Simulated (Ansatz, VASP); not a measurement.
AlNi in VASP and in Ansatz

```
CELL_PARAMETERS angstrom
6.39326 -0.01550 0.01551
3.18051 -0.02790 -5.55611
3.18051 5.55612 0.02790
ATOMIC_POSITIONS crystal
Al 0.00219 0.53125 0.50844
Al 0.20319 0.01457 0.51405
Al 0.51133 0.44595 0.50165
Al 0.00219 0.00895 0.03074
Al 0.26981 0.49773 0.99721
Al 0.51133 0.00217 0.94543
Al 0.74636 0.49358 0.99307
Al 0.71851 0.76585 0.26534
Ni 0.77106 0.98844 0.48792
Ni 0.29161 0.74731 0.24679
Ni 0.47828 0.22915 0.24950
Ni 0.22560 0.24783 0.74731
Ni 0.47828 0.75002 0.72863
Ni 0.01443 0.27654 0.24815
Ni 0.75511 0.25600 0.75548
Ni 0.01443 0.74867 0.77603
```

Alike in both runs: functional PBE; k mesh 4 × 4 × 4; occupations gaussian, width 0.1 eV; no spin polarisation.

Ansatz relaxed the structure, and its values are those at the end. VASP's run is a single point on that final structure, the one shown.

```csv
,VASP,Ansatz
version,VASP 6.6.1,Ansatz 0.2.0
potentials or method,"VASP PAW PBE potentials, release 64 (Al, Ni), cutoff 520 eV","scalar-relativistic, plane waves, PAW"
valence electrons in the cell,104,168
```

VASP gave:

* gap on the k mesh at the Fermi level (eV): none
* pressure (GPa): 0.1
* rms of the force components (eV/Å): 0.007

Task: Estimate Ansatz's values.

Result: gap on the k mesh at the Fermi level (eV): none; pressure (GPa): 0.0; rms of the force components (eV/Å): 0.004.

A gap of «none» marks a metal or a gap that the smearing closes. VASP's potentials hold 104 valence electrons a cell and Ansatz's 168, so a difference there can come from the potentials and not from the codes.
